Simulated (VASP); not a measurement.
Crystal: CrCN.

```xyz
3
Lattice="3.4966 0.0000 0.0000 -1.7483 3.0281 0.0000 0.0000 0.0000 3.6331" Properties=species:S:1:pos:R:3 pbc="T T T"
Cr    0.0000    2.0187    1.8166
C     1.7483    1.0094    1.8166
N     0.0000    0.0000    0.0000
```

* Program: VASP 6.6.1
* Task: relaxation of cell and atoms
* Functional: PBE
* Potentials or basis: VASP PAW PBE potentials, release 64 (Cr_pv, C, N)
* Cutoff: 600 eV
* k mesh: 6 × 6 × 6
* Occupations: gaussian, width 0.1 eV
* Spin: collinear spin, ferromagnetic start
* Starting moments: [3.0, 0.0, 0.0] μB

At the start: pressure -30.2 GPa; volume 12.82 Å³/atom.

Q: Where does the relaxation end?

A: Over 10 steps the energy falls by 551.1 meV/atom and the volume is 8.71 Å³/atom (-32.0 %); space group P-6m2 (No. 187, to 0.05 Å); moment 0.69 μB per cell.

Step by step:
| step | energy change (eV) | largest force (eV/Å) | pressure (GPa) | volume (Å³) |
| --- | --- | --- | --- | --- |
| 1 | 0.0000 | 0.0000 | -30.24 | 38.47 |
| 2 | -1.0876 | 0.0000 | 17.55 | 26.49 |
| 3 | -1.2358 | 0.0000 | -2.42 | 28.83 |
| 4 | -1.5717 | 0.0000 | 3.29 | 26.49 |
| 5 | -1.6124 | 0.0000 | 7.20 | 25.69 |
| 6 | -1.6156 | 0.0000 | 9.21 | 25.37 |
| 7 | -1.6177 | 0.0000 | -9.15 | 27.08 |
| 8 | -1.6527 | 0.0000 | -0.67 | 26.23 |
| 9 | -1.6527 | 0.0000 | -0.47 | 26.21 |
| 10 | -1.6532 | 0.0000 | -0.22 | 26.14 |

Final structure:
```yaml
crystal:
  lattice:
    - [3.22383, 0.00000, 0.00000]
    - [-1.61191, 2.79191, 0.00000]
    - [0.00000, 0.00000, 2.90415]
  atoms:
    - { symbol: Cr, position: [0.33333, 0.66667, 0.50000] }
    - { symbol: C, position: [0.66667, 0.33333, 0.50000] }
    - { symbol: N, position: [0.00000, 0.00000, 0.00000] }
```

Caveat: the volume moved by over 15 % at a fixed basis, so the end points are rough; a cell with one magnetic atom can't hold antiferromagnetic order, which such compounds often take.
